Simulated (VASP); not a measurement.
Here is a VASP 6.6.1 calculation.

The input INCAR:

```
SYSTEM = InSe
PREC     = Accurate       ! precision mode
ENCUT    = 520            ! plane-wave cutoff, eV
EDIFF    = 1E-6           ! SCF threshold, eV
ISMEAR   = -1             ! smearing method
SIGMA    = 0.05           ! smearing width, eV
LREAL    = .FALSE.        ! projectors in reciprocal space
LASPH    = .TRUE.         ! aspherical terms in the spheres
NELM     = 80             ! most SCF steps
ALGO     = Normal         ! electronic algorithm
ISIF     = 2              ! what is computed and relaxed
LWAVE    = .FALSE.        ! write WAVECAR
LCHARG   = .FALSE.        ! write CHGCAR
GGA      = CA             ! functional
NBANDS   = 48             ! bands
```

File KPOINTS:

```
regular mesh
0
G
  6 6 2
  0 0 0
```

File POSCAR:

```
InSe
1.0
    4.0473293151      0.0000000000      0.0000000000
   -2.0236646576      3.5050900044      0.0000000000
    0.0000000000      0.0000000000     18.0520649100
In Se
4 4
Direct
    0.3333333333      0.6666666667      0.0773904900
    0.3333333333      0.6666666667      0.9226095100
    0.0000000000      0.0000000000      0.4226063200
    0.0000000000      0.0000000000      0.5773936800
    0.3333333333      0.6666666667      0.3529842800
    0.3333333333      0.6666666667      0.6470157200
    0.6666666667      0.3333333333      0.1469999300
    0.6666666667      0.3333333333      0.8530000700
```

Potentials or basis: VASP PAW LDA potentials, release 64 (In_d, Se).

The run is started by

```console
$ cat potpaw_LDA.64/In_d/POTCAR potpaw_LDA.64/Se/POTCAR > POTCAR
$ mpirun -np 1 vasp_std > vasp.out
```

Problem. What does it give for the band gap on the k mesh?

Solution. 0.51 eV.

Problem. Estimate the largest force.

Solution. 0.127 eV/Å.

Problem. Predict the pressure.

Solution. -2.2 GPa.

Stress tensor (GPa, compression positive):
```
-2.23  0.00  0.00
 0.00 -2.23  0.00
 0.00  0.00 -2.04
```

Caveat: spin-orbit coupling is left out, which moves the levels of the heavy elements.
